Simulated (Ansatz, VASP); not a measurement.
One calculation of GaSb3, two programs

```xyz
4
Lattice="4.8537 0.0000 0.0000 0.0000 4.8537 0.0000 0.0000 0.0000 4.8537" Properties=species:S:1:pos:R:3 pbc="T T T"
Ga    0.0000    0.0000    0.0000
Sb    2.4268    0.0000    2.4268
Sb    0.0000    2.4268    2.4268
Sb    2.4268    2.4268    0.0000
```

Alike in both runs: task single point; functional PBEsol; k mesh 4 × 4 × 4; occupations gaussian, width 0.1 eV; no spin polarisation.

|  | VASP | Ansatz |
| --- | --- | --- |
| version | VASP 6.6.1 | Ansatz 0.2.0 |
| potentials or method | VASP PAW PBE potentials, release 64 (Ga_d, Sb), cutoff 500 eV | scalar-relativistic, plane waves, PAW |
| valence electrons in the cell | 28 | 58 |

|  | VASP | Ansatz | Ansatz less VASP |
| --- | --- | --- | --- |
| gap on the k mesh at the Fermi level (eV) | none | none | - |
| pressure (GPa) | -6.2 | -6.2 | +0.02 |

VASP's potentials were made for PBE, not for PBEsol. A gap of «none» marks a metal or a gap that the smearing closes. With one functional, cell and mesh, what is left measures potentials, basis and numerics. VASP's potentials hold 28 valence electrons a cell and Ansatz's 58, so a difference there can come from the potentials and not from the codes.

Spin-orbit coupling is off throughout.
